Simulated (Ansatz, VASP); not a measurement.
# One calculation of Ge, two programs

```
Ge
1.0
    -1.64545    1.64545    1.64545
     1.64545   -1.64545    1.64545
     1.64545    1.64545   -1.64545
Ge
1
Cartesian
  0.0000 0.0000 0.0000
```

Alike in both runs: functional LDA; k mesh 20 × 20 × 20; occupations fermi-dirac, width 0.1 eV; no spin polarisation.

Ansatz relaxed the structure, and its values are those at the end. VASP's run is a single point on that final structure, the one shown.

|  | VASP | Ansatz |
| --- | --- | --- |
| version | VASP 6.6.1 | Ansatz 0.2.0 |
| potentials or method | VASP PAW LDA potentials, release 64 (Ge_d) | PAW with Ansatz's default frozen-core files, scalar-relativistic |
| plane-wave cutoff (eV) | 520 | 420 |
| valence electrons in the cell | 14 | 14 |

```csv
,VASP,Ansatz,Ansatz less VASP
pressure (GPa),0.2,0.0,-0.19
```

LDA's correlation is that of Perdew and Zunger in VASP and of Perdew and Wang (1992) in Ansatz.
